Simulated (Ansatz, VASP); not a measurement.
Two plane-wave programs on Be

```
Be
1.0
     2.19150    0.00000    0.00000
     0.00000    2.19150    0.00000
     0.00000    0.00000    2.19150
Be
1
Cartesian
  0.0000 0.0000 0.0000
```

Alike in both runs: functional RPBE; k mesh 15 × 15 × 15; occupations fermi-dirac, width 0.1 eV; no spin polarisation.

Ansatz relaxed the structure, and its values are those at the end. VASP's run is a single point on that final structure, the one shown.

|  | VASP | Ansatz |
| --- | --- | --- |
| version | VASP 6.6.1 | Ansatz 0.2.0 |
| potentials or method | VASP PAW PBE potentials, release 64 (Be), cutoff 600 eV | plane waves (420 eV) with PAW, scalar-relativistic |
| valence electrons in the cell | 2 | 2 |

|  | VASP | Ansatz | Ansatz less VASP |
| --- | --- | --- | --- |
| pressure (GPa) | 0.0 | 0.0 | +0.02 |

VASP's potentials were made for PBE, not for RPBE. The functional is the same, so the differences come from potentials, cutoffs and numerics.
